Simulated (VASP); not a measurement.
# AlCu3 (Immm) in VASP: notebook

Runs on AlCu3. Level: PBEsol. Tasks: single point.

All numbers are computed with VASP 6.6.1; they aren't measurements. Logs are shortened: lines on timing, memory, paths and dates and some standing lists are left out, and cuts for length are marked.

### 1 The cell of the first run

It takes space group Immm (No. 71, orthorhombic). Conventional cell: a = 4.078 Å, b = 4.078 Å, c = 5.767 Å, α = 90.00°, β = 90.00°, γ = 90.00°. Within 3.2 Å of Al (site symmetry mmm) lie 14 Cu at 2.43 to 2.88 Å. Within 3.2 Å of Cu (site symmetry mmm) lie 8 Cu at 2.43 to 2.56 Å and 6 Al at 2.88 Å. Cu (site symmetry mm2) has 4 Al at 2.43 to 2.56 Å and 10 Cu at 2.43 to 3.11 Å within 3.2 Å.

### 2 Single point, PBEsol (atoms displaced along a vibrational mode)

INCAR reads:

```
PREC = Accurate ; ENCUT = 520
EDIFF = 1E-6 ; ISMEAR = 0
SIGMA = 0.15 ; LREAL = False
LASPH = True ; NELM = 60
ALGO = Fast ; ISIF = 2
LWAVE = False ; LCHARG = True
GGA = PS ; LELF = True
LVHAR = True ; NBANDS = 26
```

KPOINTS reads:

```
regular mesh
0
Gamma
  14 14 14
```

POSCAR reads:

```
AlCu3
1.0
    0.0000000000      2.8834704780      2.8834704780
    2.8834704780      0.0000000000      2.8834704780
    2.8834704780      2.8834704780      0.0000000000
Al Cu
1 3
Direct
    0.0000000000      0.0000000000      0.0000000000
    0.5000000000      0.5000000000      0.5000000000
    0.2695077426      0.2304922574      0.2695077426
    0.7304922574      0.7695077426      0.7304922574
```

Potentials or basis: VASP PAW PBE potentials, release 64 (Al, Cu).

Started as:

```bash
cat potpaw_PBE.64/Al/POTCAR potpaw_PBE.64/Cu/POTCAR > POTCAR
mpirun -np 1 vasp_std > vasp.out
```

OUTCAR:

```text
PREC = Accurate
   ENCUT = 520
   EDIFF = 1E-6
   ISMEAR = 0
   LREAL = False
   LASPH = True
   NELM = 60
   ISIF = 2
   GGA = PS

 ion  position               nearest neighbor table
   1  0.000  0.000  0.000-   4 2.43   4 2.43   3 2.43   3 2.43   4 2.56   4 2.56   3 2.56   3 2.56
                             2 2.88   2 2.88   2 2.88   2 2.88   2 2.88   2 2.88
   2  0.500  0.500  0.500-   3 2.43   4 2.43   3 2.43   4 2.43   3 2.56   4 2.56   3 2.56   4 2.56
                             1 2.88   1 2.88   1 2.88   1 2.88   1 2.88   1 2.88
   3  0.270  0.230  0.270-   2 2.43   1 2.43   1 2.43   2 2.43   1 2.56   2 2.56   1 2.56   2 2.56
                             4 2.66
   4  0.730  0.770  0.730-   2 2.43   2 2.43   1 2.43   1 2.43   2 2.56   2 2.56   1 2.56   1 2.56
                             3 2.66

  LATTYP: Found a face centered cubic cell.
 ALAT       =     5.7669409560

  Lattice vectors:

 A1 = (   0.0000000000,   2.8834704780,   2.8834704780)
 A2 = (   2.8834704780,   0.0000000000,   2.8834704780)
 A3 = (   2.8834704780,   2.8834704780,   0.0000000000)

Analysis of symmetry for initial positions (statically):
=====================================================================
 Subroutine PRICEL returns:
 Original cell was already a primitive cell.

 Routine SETGRP: Setting up the symmetry group for a
 face centered cubic supercell.

 Subroutine GETGRP returns: Found  8 space group operations
 (whereof  8 operations were pure point group operations)
 out of a pool of 48 trial point group operations.

The static configuration has the point symmetry D_2h.

Analysis of symmetry for dynamics (positions and initial velocities):
=====================================================================
 Subroutine PRICEL returns:
 Original cell was already a primitive cell.

 Routine SETGRP: Setting up the symmetry group for a
 face centered cubic supercell.

 Subroutine GETGRP returns: Found  8 space group operations
 (whereof  8 operations were pure point group operations)
 out of a pool of 48 trial point group operations.

The dynamic configuration has the point symmetry D_2h.

 Subroutine INISYM returns: Found  8 space group operations
 (whereof  8 operations are pure point group operations),
 and found     1 'primitive' translations

----------------------------------------------------------------------------------------

                                     Primitive cell

  volume of cell :      47.9487

  direct lattice vectors                    reciprocal lattice vectors
     0.000000000  2.883470478  2.883470478    -0.173402157  0.173402157  0.173402157
     2.883470478  0.000000000  2.883470478     0.173402157 -0.173402157  0.173402157
     2.883470478  2.883470478  0.000000000     0.173402157  0.173402157 -0.173402157

  length of vectors
     4.077843057  4.077843057  4.077843057     0.300341346  0.300341346  0.300341346

  position of ions in fractional coordinates (direct lattice)
     0.000000000  0.000000000  0.000000000
     0.500000000  0.500000000  0.500000000
     0.269507743  0.230492257  0.269507743
     0.730492257  0.769507743  0.730492257

  ion indices of the primitive-cell ions
   primitive index   ion index
                 1           1
                 2           2
                 3           3
                 4           4

----------------------------------------------------------------------------------------

 KPOINTS: regular mesh

Automatic generation of k-mesh.
 Grid dimensions read from file:
 generate k-points for:   14   14   14

 Generating k-lattice:

  Cartesian coordinates                     Fractional coordinates (reciprocal lattice)
    -0.012385868  0.012385868  0.012385868     0.071428571  0.000000000  0.000000000
     0.012385868 -0.012385868  0.012385868     0.000000000  0.071428571  0.000000000
     0.012385868  0.012385868 -0.012385868     0.000000000  0.000000000  0.071428571

  Length of vectors
     0.021452953  0.021452953  0.021452953

  Shift w.r.t. Gamma in fractional coordinates (k-lattice)
     0.000000000  0.000000000  0.000000000

 Subroutine IBZKPT returns following result:
 ===========================================

 Found    428 irreducible k-points:

 Following reciprocal coordinates:
            Coordinates               Weight
  0.000000  0.000000  0.000000      1.000000
  0.071429  0.000000  0.000000      4.000000
  0.000000  0.071429  0.000000      4.000000
  0.142857  0.000000  0.000000      4.000000
  0.000000  0.142857  0.000000      4.000000
  0.214286  0.000000  0.000000      4.000000
[... 16 lines left out ...]
  0.000000  0.214286  0.071429      8.000000
  0.071429  0.000000  0.214286      4.000000
 [... further k-points ...]
   k-points           NKPTS =    428   k-points in BZ     NKDIM =    428   number of bands    NBANDS=     26
   number of dos      NEDOS =    301   number of ions     NIONS =      4
   total plane-waves  NPLWV =  27000
   dimension x,y,z NGX =    30 NGY =   30 NGZ =   30
   dimension x,y,z NGXF=    60 NGYF=   60 NGZF=   60
   ions per type =               1   3
   NGX,Y,Z   is equivalent  to a cutoff of  12.23, 12.23, 12.23 a.u.
   NGXF,Y,Z  is equivalent  to a cutoff of  24.46, 24.46, 24.46 a.u.
 SYSTEM =  unknown system
   PREC   = accura    normal or accurate (medium, high low for compatibility)
   ISTART =      0    job   : 0-new  1-cont  2-samecut
   ICHARG =      2    charge: 1-file 2-atom 10-const
   ISPIN  =      1    spin polarized calculation?
   LNONCOLLINEAR =      F non collinear calculations
   LSORBIT =      F    spin-orbit coupling
   LASPH  =      T    aspherical Exc in radial PAW
   ENCUT  =  520.0 eV  38.22 Ry    6.18 a.u.   7.58  7.58  7.58*2*pi/ulx,y,z
   NELM   =     60;   NELMIN=  2; NELMDL= -5     # of ELM steps
   EDIFF  = 0.1E-05   stopping-criterion for ELM
   LREAL  =      F    real-space projection
   EDIFFG = 0.1E-04   stopping-criterion for IOM
   NSW    =      0    number of steps for IOM
   IBRION =     -1    ionic relax: 0-MD 1-quasi-New 2-CG
   NFREE  =      0    steps in history (QN), initial steepest desc. (CG)
   ISIF   =      2    stress and relaxation
   ISYM   =      2    0-nonsym 1-usesym 2-fastsym
   POTIM  = 0.5000    time-step for ionic-motion
   TEBEG  =    0.0;   TEEND  =   0.0 temperature during run
   PSTRESS=    0.0 pullay stress
   NELECT =      36.0000    total number of electrons
   NUPDOWN=      -1.0000    fix difference up-down
   EMIN   =  10.00;   EMAX   =-10.00  energy-range for DOS
   EFERMI =   0.00;   METHOD = LEGACY
   ISMEAR =     0;   SIGMA  =   0.15  broadening in eV -4-tet -1-fermi 0-gaus
   EFERMI_NEDOS =   21; number of points for ismear=-14 and -15
   IALGO  =     68    algorithm
   IMIX   =      4    mixing-type and parameters
     AMIX     =   0.40;   BMIX     =  1.00
     AMIX_MAG =   1.60;   BMIX_MAG =  1.00
  volume/ion in A,a.u.               =      11.99        80.89
  Fermi-wavevector in a.u.,A,eV,Ry     =   1.487933  2.811786 30.122561  2.213946
  Thomas-Fermi vector in A             =   2.601032
   LORBIT       =      0    0 simple, 1 ext, 2 COOP (PROOUT), +10 PAW based schemes
   GGA     = PS    functional components
   LHFCALC =     F    Hartree Fock is set to
   AEXX    =    0.0000 exact exchange contribution
   IVDW    =     0    specifies the selected vdW correction
   LEPSILON=     F    determine dielectric tensor
   LRPA    =     F    only Hartree local field effects (RPA)
 non-spin polarized calculation
 RMM-DIIS sequential band-by-band and
 Gauss-broadening in eV      SIGMA  =   0.15
  energy-cutoff  :      520.00
  volume of cell :       47.95
 maximum number of plane-waves:      1309
   NGX = 15   NGY = 15   NGZ = 15

 number of electron      35.9999990 magnetization

 Free energy of the ion-electron system (eV)
  ---------------------------------------------------
  ext. energy  EPLUGINS =         0.00000000
  ---------------------------------------------------
  free energy    TOTEN  =       -17.65178484 eV

  energy without entropy =      -17.63991717  energy(sigma->0) =      -17.64585101

 E-fermi :   8.6389     XC(G=0): -12.4918

 val. band max:        8.6382312584   @ k =   0.4286   0.2143   0.4286
 cond. band min:       8.6403175563   @ k =   0.2143   0.1429  -0.2143
 fundamental gap:      0.0020862979
 Fermi energy:         8.6389154822

 k-point     1 :       0.0000    0.0000    0.0000
  band No.  band energies     occupation
      1      -2.0676      2.00000
      2       3.8267      2.00000
      3       3.8354      2.00000
      4       3.8625      2.00000
      5       3.9442      2.00000
      6       3.9550      2.00000
[... 18 lines left out ...]
     25      15.2573      0.00000
     26      15.6221      0.00000

 k-point     2 :       0.0714    0.0000    0.0000
  band No.  band energies     occupation
      1      -1.9964      2.00000
      2       3.8109      2.00000
      3       3.8122      2.00000
      4       3.8493      2.00000
      5       3.9743      2.00000
      6       4.0098      2.00000
[... 18 lines left out ...]
     25      15.1284      0.00000
     26      15.4432      0.00000

 k-point     3 :       0.0000    0.0714    0.0000
  band No.  band energies     occupation
      1      -1.9966      2.00000
      2       3.7990      2.00000
      3       3.8002      2.00000
      4       3.9167      2.00000
      5       3.9286      2.00000
      6       4.0038      2.00000
[... 18 lines left out ...]
     25      15.3779      0.00000
     26      15.5531      0.00000

 k-point     4 :       0.1429    0.0000    0.0000
  band No.  band energies     occupation
      1      -1.7842      2.00000
      2       3.7716      2.00000
      3       3.7929      2.00000
      4       3.8056      2.00000
      5       4.0552      2.00000
      6       4.1200      2.00000
[... 18 lines left out ...]
     25      14.9203      0.00000
     26      15.5511      0.00000

 k-point     5 :       0.0000    0.1429    0.0000
  band No.  band energies     occupation
      1      -1.7848      2.00000
      2       3.7677      2.00000
      3       3.7841      2.00000
      4       3.8340      2.00000
      5       4.0292      2.00000
      6       4.1084      2.00000
[... 18 lines left out ...]
     25      15.0921      0.00000
     26      15.6331      0.00000

 k-point     6 :       0.2143    0.0000    0.0000
  band No.  band energies     occupation
      1      -1.4342      2.00000
      2       3.6112      2.00000
      3       3.8011      2.00000
      4       3.8223      2.00000
      5       4.1559      2.00000
      6       4.2489      2.00000
[... 427 lines left out ...]
 k-point    21 :       0.1429    0.0714    0.1429
  band No.  band energies     occupation
      1      -1.8080      2.00000
      2       3.6868      2.00000
      3       3.8555      2.00000
      4       3.9152      2.00000
      5       3.9788      2.00000
      6       4.0916      2.00000
[... 18 lines left out ...]
     25      15.8592      0.00000
     26      15.9966      0.00000

 k-point    22 :       0.2143    0.0714    0.0000
  band No.  band energies     occupation
      1      -1.5037      2.00000
      2       3.5668      2.00000
      3       3.8418      2.00000
      4       3.8870      2.00000
      5       4.1212      2.00000
      6       4.2279      2.00000
[... 18 lines left out ...]
     25      16.0511      0.00000
     26      16.4890      0.00000

 k-point    23 :       0.0000    0.2143    0.0714
  band No.  band energies     occupation
      1      -1.5051      2.00000
      2       3.5735      2.00000
      3       3.8440      2.00000
      4       3.8970      2.00000
      5       4.1191      2.00000
      6       4.1774      2.00000
[... 18 lines left out ...]
     25      16.1776      0.00000
     26      16.4805      0.00000

 k-point    24 :       0.0714    0.0000    0.2143
  band No.  band energies     occupation
      1      -1.5041      2.00000
      2       3.5948      2.00000
      3       3.8398      2.00000
      4       3.8758      2.00000
      5       4.1247      2.00000
      6       4.1919      2.00000
[... 18 lines left out ...]
     25      16.0651      0.00000
     26      16.4330      0.00000

 [... further k-points ...]

------------------------ aborting loop because EDIFF is reached ----------------------------------------

  FORCE on cell =-STRESS in cart. coord.  units (eV):
  Direction    XX          YY          ZZ          XY          YZ          ZX
  --------------------------------------------------------------------------------------
  -------------------------------------------------------------------------------------
  Total        0.5526102      0.5821835      0.5526102      0.0000000      0.0000000      0.0007988
  in kB       18.4651539     19.4533310     18.4651539      0.0000000      0.0000000      0.0266930
  external PRESSURE =      18.7945463 kB  Pullay stress =       0.0000000 kB

 VOLUME and BASIS-vectors are now :
 -----------------------------------------------------------------------------
  energy-cutoff  :      520.00
  volume of cell :       47.95
      direct lattice vectors                 reciprocal lattice vectors
     0.000000000  2.883470478  2.883470478    -0.173402157  0.173402157  0.173402157
     2.883470478  0.000000000  2.883470478     0.173402157 -0.173402157  0.173402157
     2.883470478  2.883470478  0.000000000     0.173402157  0.173402157 -0.173402157

 POSITION                                       TOTAL-FORCE (eV/Angst)
 -----------------------------------------------------------------------------------
      0.00000      0.00000      0.00000        -0.000000      0.000000      0.000000
      2.88347      2.88347      2.88347         0.000000      0.000000     -0.000000
      1.44174      1.55424      1.44174        -0.000000     -0.736858      0.000000
      4.32521      4.21271      4.32521        -0.000000      0.736858      0.000000
 -----------------------------------------------------------------------------------
    total drift:                                0.000000      0.000000      0.000000

  FREE ENERGIE OF THE ION-ELECTRON SYSTEM (eV)
  ---------------------------------------------------
  free  energy   TOTEN  =       -17.6517848450 eV

  energy  without entropy=      -17.6399171686  energy(sigma->0) =      -17.64585101
```

Run time: 5.4 min. Hardware: 1 thread of Intel Xeon 6975P-C (Granite Rapids), shared host; peak memory 0.5 GiB.

Results:

* Free energy: -17.6518 eV
* Pressure: 1.9 GPa
* Largest force: 0.737 eV/Å
* Band gap on the k mesh: zero (bands 18 and 19 overlap by 5.87 eV)

Forces in eV/Å, atoms in the order of the input:
```
Al   0.000  0.000  0.000
Cu   0.000  0.000  0.000
Cu   0.000 -0.737  0.000
Cu   0.000  0.737  0.000
```

Stress tensor (GPa, compression positive):
```
1.85 0.00 0.00
0.00 1.95 0.00
0.00 0.00 1.85
```

Caveat: the cell differs from its parent crystal (atoms displaced along a vibrational mode); the PAW data sets were made with another functional, which shifts forces and pressure a little.

### 3 Single point, PBEsol (atoms displaced along a vibrational mode)

INCAR reads:

```
SYSTEM = AlCu3
  ALGO = Fast
  EDIFF = 1E-6
  ENCUT = 520
  GGA = PS
  ISIF = 2
  ISMEAR = 0
  LASPH = .True.
  LCHARG = .False.
  LREAL = .False.
  LWAVE = .False.
  NBANDS = 26
  NELM = 80
  PREC = Accurate
  SIGMA = 0.15
```

KPOINTS reads:

```
k-points
0
Gamma
  14 14 14
  0 0 0
```

Edit POSCAR of step 2 so:

```diff
@@ -10,3 +10,3 @@
     0.5000000000      0.5000000000      0.5000000000
-    0.2695077426      0.2304922574      0.2695077426
-    0.7304922574      0.7695077426      0.7304922574
+    0.2565025809      0.2434974191      0.2565025809
+    0.7434974191      0.7565025809      0.7434974191
```

Potentials or basis: VASP PAW PBE potentials, release 64 (Al, Cu).

Started as:

```bash
cat potpaw_PBE.64/Al/POTCAR potpaw_PBE.64/Cu/POTCAR > POTCAR
mpirun -np 1 vasp_std > vasp.out
```

Wall time 5.2 min (1 thread of Intel Xeon 6975P-C (Granite Rapids), shared host); peak memory 0.51 GiB.

It converged, with:

```
Free energy            : -17.7230 eV
Pressure               : 0.9 GPa
Largest force          : 0.229 eV/Å
Band gap on the k mesh : zero (bands 18 and 19 overlap by 5.87 eV)
```

Forces in eV/Å, atoms in the order of the input:
```
Al   0.000  0.000  0.000
Cu   0.000  0.000  0.000
Cu   0.000 -0.229  0.000
Cu   0.000  0.229  0.000
```

Levels at points of the mesh, in eV from the Fermi level:
```csv
k point,band 16,band 17,band 18,band 19,band 20,band 21
"(0.00, 0.00, 0.00)",-2.55,3.67,3.71,3.75,4.08,4.12
"(0.50, 0.00, 0.00)",-2.50,-2.25,2.55,2.76,2.77,2.96
"(0.00, 0.50, 0.00)",-2.47,-2.19,2.48,2.70,2.81,3.00
"(0.50, 0.50, 0.00)",-2.36,-2.29,-2.21,-2.10,1.94,2.31
"(0.50, 0.00, 0.50)",-2.37,-2.23,-2.21,-2.16,1.94,2.32
```

Caveat: the cell differs from its parent crystal (atoms displaced along a vibrational mode); the PAW data sets were made with another functional, which shifts forces and pressure a little.
